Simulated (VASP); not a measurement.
# Bi2TeSe2 (R-3m) in VASP: single point with r2SCAN

Aim: the single point of Bi2TeSe2 with r2SCAN.

All numbers are computed with VASP 6.6.1; they aren't measurements. Logs are shortened: lines on timing, memory, paths and dates and some standing lists are left out, and cuts for length are marked.

## (1) The cell of the first run

Symmetry: R-3m, No. 166, trigonal system. The conventional cell has a = 4.143 Å, b = 4.143 Å, c = 28.856 Å, α = 90.00°, β = 90.00°, γ = 120.00°. Within 3.7 Å of Bi (site symmetry 3m) lie 3 Se at 2.84 Å and 3 Te at 3.18 Å. Within 3.7 Å of Se (site symmetry 3m) lie 3 Bi at 2.84 Å and 3 Se at 3.37 Å. Within 4.4 Å of Te (site symmetry -3m) lie 6 Bi at 3.18 Å and 6 Te at 4.14 Å and 6 Se at 4.34 Å.

## (2) Single point, r2SCAN

File POSCAR:

```
Bi2TeSe2
1.0
    4.1426688894      0.0000000000      0.0000000000
   -2.0713344447      3.5876564977      0.0000000622
   -2.0713344447      1.1958853326      9.6186790207
Bi Se Te
2 2 1
Direct
    0.4060828009      0.5939171991      0.2182484027
    0.5939171991      0.4060828009      0.7817515973
    0.2077309006      0.7922690994      0.6231927018
    0.7922690994      0.2077309006      0.3768072982
    0.0000000000      0.0000000000      0.0000000000
```

File INCAR.step1:

```
SYSTEM = Bi2TeSe2
ALGO = Normal ; EDIFF = 1E-4
ENCUT = 520 ; GGA = PE
ISMEAR = 0 ; LASPH = .TRUE.
LCHARG = .FALSE. ; LREAL = .FALSE.
LWAVE = .TRUE. ; NBANDS = 32
NELM = 80 ; PREC = Accurate
SIGMA = 0.0472
```

File INCAR.step2:

```
SYSTEM = Bi2TeSe2
ALGO = Normal ; EDIFF = 1E-6
ENCUT = 520 ; ISIF = 2
ISMEAR = 0 ; ISTART = 1
LASPH = .TRUE. ; LCHARG = .TRUE.
LELF = .TRUE. ; LMIXTAU = .TRUE.
LREAL = .FALSE. ; LVHAR = .TRUE.
LWAVE = .FALSE. ; METAGGA = R2SCAN
NBANDS = 32 ; NELM = 80
PREC = Accurate ; SIGMA = 0.0472
```

File KPOINTS:

```
k-points
0
G
  6 6 6
  0 0 0
```

Potentials or basis: VASP PAW PBE potentials, release 64 (Bi_d, Se, Te).

Run with:

```bash
$ cat potpaw_PBE.64/Bi_d/POTCAR potpaw_PBE.64/Se/POTCAR potpaw_PBE.64/Te/POTCAR > POTCAR
$ cp INCAR.step1 INCAR
$ mpirun -np 1 vasp_std > vasp.out
$ cp INCAR.step2 INCAR
$ mpirun -np 1 vasp_std > vasp.out
```

OUTCAR:

```text
SYSTEM = Bi2TeSe2
   EDIFF = 1E-6
   ENCUT = 520
   ISIF = 2
   ISMEAR = 0
   ISTART = 1
   LASPH = .TRUE.
   LREAL = .FALSE.
   METAGGA = R2SCAN
   NELM = 80
   PREC = Accurate

 ion  position               nearest neighbor table
   1  0.406  0.594  0.218-   4 2.84   4 2.84   4 2.84   5 3.18   5 3.18   5 3.18
   2  0.594  0.406  0.782-   3 2.84   3 2.84   3 2.84   5 3.18   5 3.18   5 3.18
   3  0.208  0.792  0.623-   2 2.84   2 2.84   2 2.84
   4  0.792  0.208  0.377-   1 2.84   1 2.84   1 2.84
   5  0.000  0.000  0.000-   2 3.18   1 3.18   2 3.18   1 3.18   2 3.18   1 3.18

  LATTYP: Found a trigonal (rhomboedric) cell.
 ALAT       =     9.9115868665
 COS(alpha) =     0.9126537897

  Lattice vectors:

 A1 = (  -0.0000000000,  -2.3917711651,   9.6186789585)
 A2 = (   2.0713344447,   1.1958853326,   9.6186790207)
 A3 = (  -2.0713344447,   1.1958853326,   9.6186790207)

Analysis of symmetry for initial positions (statically):
=====================================================================
 Subroutine PRICEL returns:
 Original cell was already a primitive cell.

 Routine SETGRP: Setting up the symmetry group for a
 trigonal (rhombohedral) supercell.

 Subroutine GETGRP returns: Found 12 space group operations
 (whereof 12 operations were pure point group operations)
 out of a pool of 12 trial point group operations.

The static configuration has the point symmetry D_3d.

Analysis of symmetry for dynamics (positions and initial velocities):
=====================================================================
 Subroutine PRICEL returns:
 Original cell was already a primitive cell.

 Routine SETGRP: Setting up the symmetry group for a
 trigonal (rhombohedral) supercell.

 Subroutine GETGRP returns: Found 12 space group operations
 (whereof 12 operations were pure point group operations)
 out of a pool of 12 trial point group operations.

The dynamic configuration has the point symmetry D_3d.

 Subroutine INISYM returns: Found 12 space group operations
 (whereof 12 operations are pure point group operations),
 and found     1 'primitive' translations

----------------------------------------------------------------------------------------

                                     Primitive cell

  volume of cell :     142.9574

  direct lattice vectors                    reciprocal lattice vectors
     4.142668889  0.000000000  0.000000000     0.241390279  0.139366742  0.034654796
    -2.071334445  3.587656498  0.000000062     0.000000000  0.278733486 -0.034654789
    -2.071334445  1.195885333  9.618679021     0.000000000 -0.000000002  0.103964380

  length of vectors
     4.142668889  4.142668889  9.911586867     0.280879530  0.280879530  0.103964380

  position of ions in fractional coordinates (direct lattice)
     0.406082801  0.593917199  0.218248403
     0.593917199  0.406082801  0.781751597
     0.207730901  0.792269099  0.623192702
     0.792269099  0.207730901  0.376807298
     0.000000000  0.000000000  0.000000000

  ion indices of the primitive-cell ions
   primitive index   ion index
                 1           1
                 2           2
                 3           3
                 4           4
                 5           5

----------------------------------------------------------------------------------------

 KPOINTS: k-points

Automatic generation of k-mesh.
 Grid dimensions read from file:
 generate k-points for:    6    6    6

 Generating k-lattice:

  Cartesian coordinates                     Fractional coordinates (reciprocal lattice)
     0.040231713  0.023227790  0.005775799     0.166666667  0.000000000  0.000000000
     0.000000000  0.046455581 -0.005775798     0.000000000  0.166666667 -0.000000000
     0.000000000 -0.000000000  0.017327397     0.000000000  0.000000000  0.166666667

  Length of vectors
     0.046813255  0.046813255  0.017327397

  Shift w.r.t. Gamma in fractional coordinates (k-lattice)
     0.000000000  0.000000000  0.000000000

 Subroutine IBZKPT returns following result:
 ===========================================

 Found     32 irreducible k-points:

 Following reciprocal coordinates:
            Coordinates               Weight
  0.000000  0.000000  0.000000      1.000000
  0.166667  0.000000  0.000000      6.000000
  0.333333  0.000000  0.000000      6.000000
  0.500000  0.000000  0.000000      3.000000
  0.166667  0.166667  0.000000      6.000000
  0.333333  0.166667 -0.000000     12.000000
[... 16 lines left out ...]
  0.500000  0.500000  0.166667      6.000000
  0.166667 -0.333333  0.166667     12.000000
 [... further k-points ...]
   k-points           NKPTS =     32   k-points in BZ     NKDIM =     32   number of bands    NBANDS=     32
   number of dos      NEDOS =    301   number of ions     NIONS =      5
   total plane-waves  NPLWV =  81920
   dimension x,y,z NGX =    32 NGY =   32 NGZ =   80
   dimension x,y,z NGXF=    64 NGYF=   64 NGZF=  160
   ions per type =               2   2   1
   NGX,Y,Z   is equivalent  to a cutoff of  12.84, 12.84, 13.42 a.u.
   NGXF,Y,Z  is equivalent  to a cutoff of  25.68, 25.68, 26.84 a.u.
 SYSTEM =  Bi2TeSe2
   PREC   = accura    normal or accurate (medium, high low for compatibility)
   ISTART =      1    job   : 0-new  1-cont  2-samecut
   ICHARG =      0    charge: 1-file 2-atom 10-const
   ISPIN  =      1    spin polarized calculation?
   LNONCOLLINEAR =      F non collinear calculations
   LSORBIT =      F    spin-orbit coupling
   LASPH  =      T    aspherical Exc in radial PAW
   ENCUT  =  520.0 eV  38.22 Ry    6.18 a.u.   7.70  7.70 18.43*2*pi/ulx,y,z
   NELM   =     80;   NELMIN=  2; NELMDL=  0     # of ELM steps
   EDIFF  = 0.1E-05   stopping-criterion for ELM
   LREAL  =      F    real-space projection
   EDIFFG = 0.1E-04   stopping-criterion for IOM
   NSW    =      0    number of steps for IOM
   IBRION =     -1    ionic relax: 0-MD 1-quasi-New 2-CG
   NFREE  =      0    steps in history (QN), initial steepest desc. (CG)
   ISIF   =      2    stress and relaxation
   ISYM   =      2    0-nonsym 1-usesym 2-fastsym
   POTIM  = 0.5000    time-step for ionic-motion
   TEBEG  =    0.0;   TEEND  =   0.0 temperature during run
   PSTRESS=    0.0 pullay stress
   NELECT =      48.0000    total number of electrons
   NUPDOWN=      -1.0000    fix difference up-down
   EMIN   =  10.00;   EMAX   =-10.00  energy-range for DOS
   EFERMI =   0.00;   METHOD = LEGACY
   ISMEAR =     0;   SIGMA  =   0.05  broadening in eV -4-tet -1-fermi 0-gaus
   EFERMI_NEDOS =   21; number of points for ismear=-14 and -15
   IALGO  =     38    algorithm
   IMIX   =      4    mixing-type and parameters
     AMIX     =   0.40;   BMIX     =  1.00
     AMIX_MAG =   1.60;   BMIX_MAG =  1.00
  volume/ion in A,a.u.               =      28.59       192.94
  Fermi-wavevector in a.u.,A,eV,Ry     =   1.137854  2.150232 17.615612  1.294711
  Thomas-Fermi vector in A             =   2.274558
   LORBIT       =      0    0 simple, 1 ext, 2 COOP (PROOUT), +10 PAW based schemes
   METAGGA = R2SCAN    functional components
   LHFCALC =     F    Hartree Fock is set to
   AEXX    =    0.0000 exact exchange contribution
   IVDW    =     0    specifies the selected vdW correction
   LEPSILON=     F    determine dielectric tensor
   LRPA    =     F    only Hartree local field effects (RPA)
 non-spin polarized calculation
 Gauss-broadening in eV      SIGMA  =   0.05
  energy-cutoff  :      520.00
  volume of cell :      142.96
 maximum number of plane-waves:      3888
   NGX = 15   NGY = 15   NGZ = 37

 number of electron      48.0000000 magnetization

 Free energy of the ion-electron system (eV)
  ---------------------------------------------------
  ext. energy  EPLUGINS =         0.00000000
  ---------------------------------------------------
  free energy    TOTEN  =      -172.53988623 eV

  energy without entropy =     -172.53988623  energy(sigma->0) =     -172.53988623

 E-fermi :   6.1461     XC(G=0): -10.2545

 val. band max:        5.9524485120   @ k =   0.0000   0.0000   0.0000
 cond. band min:       6.8098340585   @ k =   0.0000   0.0000   0.0000
 fundamental gap:      0.8573855465
 Fermi energy:         6.1460997245

 k-point     1 :       0.0000    0.0000    0.0000
  band No.  band energies     occupation
      1     -18.0617      2.00000
      2     -18.0617      2.00000
      3     -18.0599      2.00000
      4     -18.0599      2.00000
      5     -18.0446      2.00000
      6     -18.0423      2.00000
[... 24 lines left out ...]
     31      11.2207      0.00000
     32      12.9299      0.00000

 k-point     2 :       0.1667    0.0000    0.0000
  band No.  band energies     occupation
      1     -18.0674      2.00000
      2     -18.0651      2.00000
      3     -18.0566      2.00000
      4     -18.0547      2.00000
      5     -18.0409      2.00000
      6     -18.0388      2.00000
[... 24 lines left out ...]
     31      10.8836      0.00000
     32      11.9590      0.00000

 k-point     3 :       0.3333    0.0000    0.0000
  band No.  band energies     occupation
      1     -18.0802      2.00000
      2     -18.0767      2.00000
      3     -18.0507      2.00000
      4     -18.0482      2.00000
      5     -18.0441      2.00000
      6     -18.0415      2.00000
[... 24 lines left out ...]
     31      10.8371      0.00000
     32      12.3246      0.00000

 k-point     4 :       0.5000    0.0000    0.0000
  band No.  band energies     occupation
      1     -18.0869      2.00000
      2     -18.0829      2.00000
      3     -18.0500      2.00000
      4     -18.0469      2.00000
      5     -18.0466      2.00000
      6     -18.0439      2.00000
[... 654 lines left out ...]
     31      11.3119      0.00000
     32      12.4049      0.00000

 k-point    23 :       0.5000    0.5000    0.1667
  band No.  band energies     occupation
      1     -18.0867      2.00000
      2     -18.0831      2.00000
      3     -18.0501      2.00000
      4     -18.0468      2.00000
      5     -18.0465      2.00000
      6     -18.0440      2.00000
[... 24 lines left out ...]
     31      11.4269      0.00000
     32      12.2982      0.00000

 k-point    24 :       0.1667   -0.3333    0.1667
  band No.  band energies     occupation
      1     -18.0732      2.00000
      2     -18.0714      2.00000
      3     -18.0535      2.00000
      4     -18.0528      2.00000
      5     -18.0388      2.00000
      6     -18.0387      2.00000
[... 24 lines left out ...]
     31      11.2710      0.00000
     32      11.4274      0.00000

 [... further k-points ...]

------------------------ aborting loop because EDIFF is reached ----------------------------------------

  FORCE on cell =-STRESS in cart. coord.  units (eV):
  Direction    XX          YY          ZZ          XY          YZ          ZX
  --------------------------------------------------------------------------------------
  -------------------------------------------------------------------------------------
  Total        4.2540014      4.2540014      3.7508084      0.0000000      0.0000000     -0.0000000
  in kB       47.6762076     47.6762076     42.0367326      0.0000000      0.0000001     -0.0000000
  external PRESSURE =      45.7963826 kB  Pullay stress =       0.0000000 kB

 VOLUME and BASIS-vectors are now :
 -----------------------------------------------------------------------------
  energy-cutoff  :      520.00
  volume of cell :      142.96
      direct lattice vectors                 reciprocal lattice vectors
     4.142668889  0.000000000  0.000000000     0.241390279  0.139366742  0.034654796
    -2.071334445  3.587656498  0.000000062     0.000000000  0.278733486 -0.034654789
    -2.071334445  1.195885333  9.618679021     0.000000000 -0.000000002  0.103964380

 POSITION                                       TOTAL-FORCE (eV/Angst)
 -----------------------------------------------------------------------------------
      0.00000      2.39177      2.09926        -0.000000      0.000000     -0.011359
     -0.00000      2.39177      7.51942         0.000000     -0.000000      0.011359
     -2.07133      3.58766      5.99429        -0.000000      0.000000     -0.017358
      2.07133      1.19589      3.62439         0.000000     -0.000000      0.017358
      0.00000      0.00000      0.00000         0.000000      0.000000     -0.000000
 -----------------------------------------------------------------------------------
    total drift:                                0.000000     -0.000000      0.000000

  FREE ENERGIE OF THE ION-ELECTRON SYSTEM (eV)
  ---------------------------------------------------
  free  energy   TOTEN  =      -172.5398862252 eV

  energy  without entropy=     -172.5398862252  energy(sigma->0) =     -172.53988623
```

Run time: 7.6 min. Hardware: 1 thread of Intel Xeon Platinum 8259CL at 2.50GHz (Skylake/Cascade Lake), shared host; peak memory 0.39 GiB.

Results:

| Quantity | Value |
| --- | --- |
| Free energy | -172.5399 eV |
| Pressure | 4.6 GPa |
| Largest force | 0.017 eV/Å |
| Band gap on the k mesh | 0.86 eV |

Forces in eV/Å, atoms in the order of the input:
```
Bi   0.000  0.000 -0.011
Bi   0.000  0.000  0.011
Se   0.000  0.000 -0.017
Se   0.000  0.000  0.017
Te   0.000  0.000  0.000
```

Caveat: the cell stands under pressure; the PAW data sets were made with another functional, which shifts forces and pressure a little; spin-orbit coupling is left out, which moves the levels of the heavy elements.
